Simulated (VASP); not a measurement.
Input of a VASP 6.6.1 run:

The input INCAR:

```
ALGO     = Normal         # electronic algorithm
EDIFF    = 1E-6           # SCF threshold, eV
EDIFFG   = -0.01          # ionic threshold
ENCUT    = 600            # plane-wave cutoff, eV
GGA      = PE             # functional
IBRION   = 2              # ionic algorithm
ISIF     = 3              # what is computed and relaxed
ISMEAR   = 0              # smearing method
LASPH    = T              # aspherical terms in the spheres
LCHARG   = F              # write CHGCAR
LREAL    = F              # projectors in reciprocal space
LWAVE    = F              # write WAVECAR
NELM     = 100            # most SCF steps
NSW      = 100            # ionic steps
PREC     = Accurate       # precision mode
SIGMA    = 0.02           # smearing width, eV
```

The input KPOINTS:

```
k-points
0
Gamma
  8 8 4
```

POSCAR

```
Zn4SeS3
1.0
    3.9074353127      0.0000000000      0.0000000000
    0.0000000000      3.9074353127      0.0000000000
    0.0000000000      0.0000000000     10.9707332292
Zn Se S
4 1 3
Direct
    0.5000000000      0.0000000000      0.8784244174
    0.0000000000      0.5000000000      0.1215755826
    0.5000000000      0.0000000000      0.3652622715
    0.0000000000      0.5000000000      0.6347377285
    0.0000000000      0.0000000000      0.5000000000
    0.0000000000      0.0000000000      0.0000000000
    0.5000000000      0.5000000000      0.2432616397
    0.5000000000      0.5000000000      0.7567383603
```

Potentials or basis: VASP PAW PBE potentials, release 64 (Zn, Se, S).

Run with:

```bash
$ cat potpaw_PBE.64/Zn/POTCAR potpaw_PBE.64/Se/POTCAR potpaw_PBE.64/S/POTCAR > POTCAR
$ mpirun -np 1 vasp_std > vasp.out
```

**Question.** What does it give for the relaxed volume?

**Answer.** 21.02 Å³/atom.

**Question.** Predict the space group after relaxing (to 0.1 Å).

**Answer.** P-4m2 (No. 115).

Final structure:
```yaml
crystal:
  lattice:
    - [3.90393, 0.00000, 0.00000]
    - [0.00000, 3.90393, 0.00000]
    - [0.00000, 0.00000, 11.03283]
  atoms:
    - { symbol: Zn, position: [0.50000, 0.00000, 0.87849] }
    - { symbol: Zn, position: [0.00000, 0.50000, 0.12151] }
    - { symbol: Zn, position: [0.50000, 0.00000, 0.36479] }
    - { symbol: Zn, position: [0.00000, 0.50000, 0.63521] }
    - { symbol: Se, position: [0.00000, 0.00000, 0.50000] }
    - { symbol: S, position: [0.00000, 0.00000, 0.00000] }
    - { symbol: S, position: [0.50000, 0.50000, 0.24319] }
    - { symbol: S, position: [0.50000, 0.50000, 0.75681] }
```
